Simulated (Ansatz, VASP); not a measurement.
# Se in VASP and in Ansatz

```
CELL_PARAMETERS angstrom
3.41208 0.00000 0.00000
-1.70604 2.95494 0.00000
0.00000 0.00000 3.66974
ATOMIC_POSITIONS crystal
Se 0.33333 0.66667 0.25000
Se 0.66667 0.33333 0.75000
```

Alike in both runs: task single point; functional PBEsol; k mesh 12 × 12 × 9; occupations fermi-dirac, width 0.1 eV; no spin polarisation.

|  | VASP | Ansatz |
| --- | --- | --- |
| version | VASP 6.6.1 | Ansatz 0.2.0 |
| potentials or method | VASP PAW PBE potentials, release 64 (Se), cutoff 520 eV | plane waves (420 eV) with PAW, scalar-relativistic |
| valence electrons in the cell | 12 | 32 |

VASP gave:

* pressure (GPa): 13.1
* traceless stress, the component that is largest in VASP (GPa): 4.30

Question: Which values does Ansatz return?

Answer: Pressure (GPa): 12.9; traceless stress, the component that is largest in VASP (GPa): 4.21.

VASP's potentials were made for PBE, not for PBEsol, and Ansatz warns of the same on its side. The functional is the same, so the differences come from potentials, cutoffs and numerics. VASP's potentials hold 12 valence electrons a cell and Ansatz's 32, so a difference there can come from the potentials and not from the codes.
